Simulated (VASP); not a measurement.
Write the native input for VASP 6.6.1 that does the following.

| Property | Result |
| --- | --- |
| Task | single point |
| Functional | PBEsol |
| Potentials or basis | VASP PAW PBE potentials, release 64 (Mg) |
| Cutoff | 520 eV |
| k mesh | 18 × 18 × 18 |
| Occupations | gaussian, width 0.15 eV |
| Spin | no spin polarisation |
| Dipole correction | no |
| Further INCAR settings | ALGO = Fast; EDIFF = 1e-06; NBANDS = 7 |

The structure of Mg lies in POSCAR:

```
Mg
1.0
   -1.7369500000      1.7369500000      1.5622000000
    1.7369500000     -1.7369500000      1.5622000000
    1.7369500000      1.7369500000     -1.5622000000
Mg
1
Direct
    0.0000000000      0.0000000000      0.0000000000
```

The input as run:

INCAR

```
  ALGO = Fast
  EDIFF = 1E-6
  ENCUT = 520
  GGA = PS
  ISIF = 2
  ISMEAR = 0
  LASPH = T
  LCHARG = F
  LREAL = F
  LWAVE = F
  NBANDS = 7
  NELM = 80
  PREC = Accurate
  SIGMA = 0.15
```

KPOINTS

```
k-points
0
Gamma
  18 18 18
```

Potentials or basis: VASP PAW PBE potentials, release 64 (Mg).

Command:

```bash
$ cat potpaw_PBE.64/Mg/POTCAR > POTCAR
$ mpirun -np 1 vasp_std > vasp.out
```

It gave:

```json
{
  "Pressure": "9.4 GPa",
  "Band gap on the k mesh": "zero (bands 1 and 2 overlap by 4.88 eV)"
}
```

Caveat: the cell stands under pressure; the PAW data sets were made with another functional, which shifts forces and pressure a little.

Run time: 35 s on 1 thread of Intel(R) Xeon(R) Platinum 8259CL CPU @ 2.50GHz (Skylake/Cascade Lake), on a shared host, peak memory 0.19 GiB.
